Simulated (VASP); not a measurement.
# CdTe (F-43m) in VASP: vibrations by perturbation theory with LDA

Aim: the vibrations by perturbation theory of CdTe with LDA.

All numbers are computed with VASP 6.6.1; they aren't measurements. Logs are shortened: lines on timing, memory, paths and dates and some standing lists are left out, and cuts for length are marked.

### 1 The cell of the first run

The structure is cubic, space group F-43m (No. 216). The conventional cell has a = 6.410 Å, b = 6.410 Å, c = 6.410 Å, α = 90.00°, β = 90.00°, γ = 90.00°. Within 3.7 Å of Cd (site symmetry -43m) lie 4 Te at 2.78 Å. Within 3.7 Å of Te (site symmetry -43m) lie 4 Cd at 2.78 Å.

### 2 Vibrations by perturbation theory, LDA

File INCAR:

```
SYSTEM = CdTe
ALGO = Normal
EDIFF = 1E-8
ENCUT = 500
GGA_COMPAT = .FALSE.
IBRION = 8
ISIF = 2
ISMEAR = 0
LASPH = .TRUE.
LCHARG = .FALSE.
LEPSILON = .TRUE.
LREAL = .FALSE.
LWAVE = .FALSE.
NBANDS = 16
NELM = 120
NSW = 1
PREC = Accurate
SIGMA = 0.01
```

File KPOINTS:

```
k-points
0
G
  8 8 8
  0 0 0
```

File POSCAR:

```
CdTe
1.0
    0.0000000000      3.2049167192      3.2049167192
    3.2049167192      0.0000000000      3.2049167192
    3.2049167192      3.2049167192      0.0000000000
Cd Te
1 1
Direct
    0.0000000000      0.0000000000      0.0000000000
    0.7500000000      0.7500000000      0.7500000000
```

Potentials or basis: VASP PAW LDA potentials, release 64 (Cd, Te).

Command:

```
cat potpaw_LDA.64/Cd/POTCAR potpaw_LDA.64/Te/POTCAR > POTCAR
mpirun -np 1 vasp_std > vasp.out
```

OUTCAR:

```text
SYSTEM = CdTe
   EDIFF = 1E-8
   ENCUT = 500
   IBRION = 8
   ISIF = 2
   ISMEAR = 0
   LASPH = .TRUE.
   LEPSILON = .TRUE.
   LREAL = .FALSE.
   NELM = 120
   NSW = 1
   PREC = Accurate

 ion  position               nearest neighbor table
   1  0.000  0.000  0.000-   2 2.78   2 2.78   2 2.78   2 2.78
   2  0.750  0.750  0.750-   1 2.78   1 2.78   1 2.78   1 2.78

  LATTYP: Found a face centered cubic cell.
 ALAT       =     6.4098334384

  Lattice vectors:

 A1 = (   0.0000000000,   3.2049167192,   3.2049167192)
 A2 = (   3.2049167192,   0.0000000000,   3.2049167192)
 A3 = (   3.2049167192,   3.2049167192,   0.0000000000)

Analysis of symmetry for initial positions (statically):
=====================================================================
 Subroutine PRICEL returns:
 Original cell was already a primitive cell.

 Routine SETGRP: Setting up the symmetry group for a
 face centered cubic supercell.

 Subroutine GETGRP returns: Found 24 space group operations
 (whereof 24 operations were pure point group operations)
 out of a pool of 48 trial point group operations.

The static configuration has the point symmetry T_d .

Analysis of symmetry for dynamics (positions and initial velocities):
=====================================================================
 Subroutine PRICEL returns:
 Original cell was already a primitive cell.

 Routine SETGRP: Setting up the symmetry group for a
 face centered cubic supercell.

 Subroutine GETGRP returns: Found 24 space group operations
 (whereof 24 operations were pure point group operations)
 out of a pool of 48 trial point group operations.

The dynamic configuration has the point symmetry T_d .

 Subroutine INISYM returns: Found 24 space group operations
 (whereof 24 operations are pure point group operations),
 and found     1 'primitive' translations

----------------------------------------------------------------------------------------

                                     Primitive cell

  volume of cell :      65.8385

  direct lattice vectors                    reciprocal lattice vectors
     0.000000000  3.204916719  3.204916719    -0.156010294  0.156010294  0.156010294
     3.204916719  0.000000000  3.204916719     0.156010294 -0.156010294  0.156010294
     3.204916719  3.204916719  0.000000000     0.156010294  0.156010294 -0.156010294

  length of vectors
     4.532436691  4.532436691  4.532436691     0.270217756  0.270217756  0.270217756

  position of ions in fractional coordinates (direct lattice)
     0.000000000  0.000000000  0.000000000
     0.750000000  0.750000000  0.750000000

  ion indices of the primitive-cell ions
   primitive index   ion index
                 1           1
                 2           2

----------------------------------------------------------------------------------------

 KPOINTS: k-points

Automatic generation of k-mesh.
 Grid dimensions read from file:
 generate k-points for:    8    8    8

 Generating k-lattice:

[... 605 lines left out ...]

 Free energy of the ion-electron system (eV)
  ---------------------------------------------------
  ---------------------------------------------------
  free energy    TOTEN  =        -2.15415842 eV

  energy without entropy =       -2.15415842

------------------------ aborting loop because EDIFF is reached ----------------------------------------

--------------------------------------- Ionic step        2  -------------------------------------------

------------------------ aborting loop because EDIFF is reached ----------------------------------------

--------------------------------------- Ionic step        3  -------------------------------------------

------------------------ aborting loop because EDIFF is reached ----------------------------------------

 PIEZOELECTRIC TENSOR FIELD DIRECTION 3  (e Angst)
 -----------------------------------------------------------------------------
    -0.00143  2.66417  0.00000           (  0.00001 -0.07493  0.00000)
     2.66417 -0.00143  0.00000           ( -0.07493  0.00001  0.00000)
     0.00000  0.00000 -0.00038           (  0.00000  0.00000 -0.00000)

 PIEZOELECTRIC TENSOR FIELD DIRECTION 3  (C/m^2)
 -----------------------------------------------------------------------------
    -0.00035  0.64832  0.00000
     0.64832 -0.00035  0.00000
     0.00000  0.00000 -0.00009

--------------------------------------- Ionic step        4  -------------------------------------------

------------------------ aborting loop because EDIFF is reached ----------------------------------------

[... ionic steps 5 to 6 ...]

--------------------------------------- Ionic step        7  -------------------------------------------

 Free energy of the ion-electron system (eV)
  ---------------------------------------------------
  ---------------------------------------------------
  free energy    TOTEN  =        -0.04960382 eV

  energy without entropy =       -0.04960382

------------------------ aborting loop because EDIFF is reached ----------------------------------------

 INTERNAL STRAIN TENSOR  FOR ION    2  DIRECTION 1   (eV/Angst):
 -----------------------------------------------------------------------------
    -0.00813  0.00000  0.00000
     0.00000  0.00665  6.32214
     0.00000  6.32214  0.00665

 MACROSCOPIC STATIC DIELECTRIC TENSOR (including local field effects in DFT)
 ------------------------------------------------------
          12.327215     0.000000    -0.000000
          -0.000000    12.327215    -0.000000
          -0.000000     0.000000    12.327215
 ------------------------------------------------------

 PIEZOELECTRIC TENSOR (including local field effects)  for field in x, y, z        (e  Angst)
          XX          YY          ZZ          XY          YZ          ZX
  --------------------------------------------------------------------------------
  x     0.00000    -0.00000    -0.00000     0.00000     2.68386    -0.00000
  y    -0.00000    -0.00000    -0.00000    -0.00000     0.00000     2.68386
  z    -0.00000    -0.00000    -0.00000     2.68386    -0.00000     0.00000

 PIEZOELECTRIC TENSOR (including local field effects)  for field in x, y, z        (C/m^2)
          XX          YY          ZZ          XY          YZ          ZX
  --------------------------------------------------------------------------------
  x     0.00000    -0.00000    -0.00000     0.00000     0.65312    -0.00000
  y    -0.00000    -0.00000    -0.00000    -0.00000     0.00000     0.65312
  z    -0.00000    -0.00000    -0.00000     0.65312    -0.00000     0.00000

 BORN EFFECTIVE CHARGES (including local field effects) (in |e|, cummulative output)
 ---------------------------------------------------------------------------------
 ion    1
    1     2.22322    -0.00000    -0.00000
    2     0.00000     2.22322     0.00000
    3     0.00000     0.00000     2.22322
 ion    2
    1    -2.22322     0.00000     0.00000
    2     0.00000    -2.22322     0.00000
    3    -0.00000    -0.00000    -2.22322

 INTERNAL STRAIN TENSOR FOR ION    2 for displacements in x,y,z  (eV/Angst):
          X           Y           Z          XY          YZ          ZX
  --------------------------------------------------------------------------------
  x    -0.00000     0.00000     0.00000     0.00000     6.32214     0.00000
  y     0.00000    -0.00000     0.00000     0.00000     0.00000     6.32214
  z     0.00000     0.00000    -0.00000     6.32214     0.00000     0.00000

 SECOND DERIVATIVES (NOT SYMMETRIZED)
 ------------------------------------
               1X          1Y          1Z          2X          2Y          2Z
  1X    -4.923362    0.000000    0.000000    4.923362    0.000000    0.000000
  1Y     0.000000   -4.923362    0.000000    0.000000    4.923362    0.000000
  1Z     0.000000    0.000000   -4.923362    0.000000    0.000000    4.923362
  2X     4.945563    0.000000    0.000000   -4.945563    0.000000    0.000000
  2Y     0.000000    4.945563    0.000000    0.000000   -4.945563    0.000000
  2Z     0.000000    0.000000    4.945563    0.000000    0.000000   -4.945563

 Eigenvectors and eigenvalues of the dynamical matrix
 ----------------------------------------------------

   1 f  =    4.491856 THz    28.223164 2PiTHz  149.832189 cm-1    18.576815 meV
             X         Y         Z           dx          dy          dz
      0.000000  0.000000  0.000000     0.728369   -0.000000    0.000000
      4.807375  4.807375  4.807375    -0.685185    0.000000    0.000000
[... 21 lines left out ...]
   6 f/i=    0.005043 THz     0.031686 2PiTHz    0.168215 cm-1     0.020856 meV
             X         Y         Z           dx          dy          dz
      0.000000  0.000000  0.000000    -0.682991   -0.030651   -0.045408
      4.807375  4.807375  4.807375    -0.726037   -0.032582   -0.048270

--------------------------------------------------------------------------------------------------------

 MACROSCOPIC STATIC DIELECTRIC TENSOR IONIC CONTRIBUTION
 ------------------------------------------------------
           2.753017    -0.000000     0.000000
          -0.000000     2.753017    -0.000000
           0.000000    -0.000000     2.753017
 ------------------------------------------------------

 ELASTIC MODULI CONTR FROM IONIC RELAXATION (kBar)
 Direction    XX          YY          ZZ          XY          YZ          ZX
 --------------------------------------------------------------------------------
 XX          -0.0000      0.0000      0.0000     -0.0000      0.0000     -0.0000
 YY           0.0000     -0.0000      0.0000     -0.0000     -0.0000      0.0000
 ZZ           0.0000      0.0000     -0.0000      0.0000     -0.0000     -0.0000
 XY          -0.0000     -0.0000      0.0000   -205.1265      0.0000      0.0000
 YZ           0.0000     -0.0000     -0.0000      0.0000   -205.1265      0.0000
 ZX          -0.0000      0.0000     -0.0000      0.0000      0.0000   -205.1265
 --------------------------------------------------------------------------------

 PIEZOELECTRIC TENSOR IONIC CONTR  for field in x, y, z        (C/m^2)
          XX          YY          ZZ          XY          YZ          ZX
  --------------------------------------------------------------------------------
  x     0.00000    -0.00000    -0.00000     0.00000    -0.70711     0.00000
  y    -0.00000     0.00000    -0.00000     0.00000     0.00000    -0.70711
  z    -0.00000    -0.00000     0.00000    -0.70711    -0.00000     0.00000
```

Wall time 8.6 min (1 thread of AMD EPYC 9R45 (Zen 5), shared host); peak memory 0.36 GiB.

What came out:

- Electronic dielectric tensor (diagonal): 12.33
- Born charges (mean of the diagonal): Cd +2.22; Te -2.22 e
- Highest phonon frequency at Γ, LO-TO splitting left out: 150 cm⁻¹

Phonon frequencies in cm⁻¹ (negative: imaginary):
| q point | frequencies |
| --- | --- |
| (0.000, 0.000, 0.000) | 0 0 0 150 150 150 |

Electronic dielectric tensor:
```
12.33  0.00  0.00
 0.00 12.33  0.00
 0.00  0.00 12.33
```

Born effective charge tensors (e):
atom 1, Cd
```
2.22 0.00 0.00
0.00 2.22 0.00
0.00 0.00 2.22
```
atom 2, Te
```
-2.22  0.00  0.00
 0.00 -2.22  0.00
 0.00  0.00 -2.22
```

Caveat: spin-orbit coupling is left out, which moves the levels of the heavy elements.
